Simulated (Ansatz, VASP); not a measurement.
# Ga: VASP beside Ansatz

File INCAR:

```
SYSTEM = Ga
ALGO = Normal
EDIFF = 1E-6
EDIFFG = -0.005
ENCUT = 600
GGA = CA
IBRION = 2
ISIF = 3
ISMEAR = -1
LASPH = .TRUE.
LCHARG = .FALSE.
LREAL = .FALSE.
LWAVE = .FALSE.
NELM = 80
NSW = 80
PREC = Accurate
SIGMA = 0.05
```

File KPOINTS:

```
k-points
0
G
  7 6 5
  0 0 0
```

The input POSCAR:

```
Ga
1.0
    2.7784220849      0.0000000000      0.0000000000
    0.0000000000      3.2816087900      0.0000000000
   -1.3434310986      0.0000000000      3.9902731763
Ga
2
Direct
    0.1345962700      0.7500000000      0.7701668300
    0.8654037300      0.2500000000      0.2298331700
```

input.yaml

```yaml
crystal:
  lattice:
    - [2.7784220849, 0.0, 0.0]
    - [0.0, 3.28160879, 0.0]
    - [-1.3434310986, 0.0, 3.9902731763]
  atoms:
    - { symbol: Ga, position: [0.13459627, 0.75, 0.77016683] }
    - { symbol: Ga, position: [0.86540373, 0.25, 0.22983317] }
kpoints:
  mp_grid: { grid: [7, 6, 5] }
scf:
  occupations: { method: fermi_dirac, width: 0.05 }
hamiltonian:
  xc: lda
  pseudopotentials: { kind: all_electron, lapw: { basis_error: 0.001 } }
output:
  forces: true
  stress: true
relax:
  f_tol: 0.005
  max_steps: 60
  cell: {}
```

Alike in both runs: task relaxation of cell and atoms; functional LDA; k mesh 7 × 6 × 5; occupations fermi-dirac, width 0.05 eV; no spin polarisation.

|  | VASP | Ansatz |
| --- | --- | --- |
| version | VASP 6.6.1 | Ansatz 0.2.0 |
| potentials or method | VASP PAW LDA potentials, release 64 (Ga_d), cutoff 600 eV | all-electron LAPW, scalar-relativistic |

Ansatz gave:

| Quantity | Value |
| --- | --- |
| relaxed volume (Å³/atom) | 17.38 |
| relaxed cell length with the largest relative difference (Å) | 4.026 |

Task: What did VASP give for the same quantities?

Result: Relaxed volume (Å³/atom): 17.40; relaxed cell length with the largest relative difference (Å): 4.030.

LDA's correlation is that of Perdew and Zunger in VASP and of Perdew and Wang (1992) in Ansatz. Ansatz ran all-electron here, and VASP with PAW potentials.

Noted on Ansatz's run: the k mesh is thin for a metal, which can move the energy by tens of meV per atom.
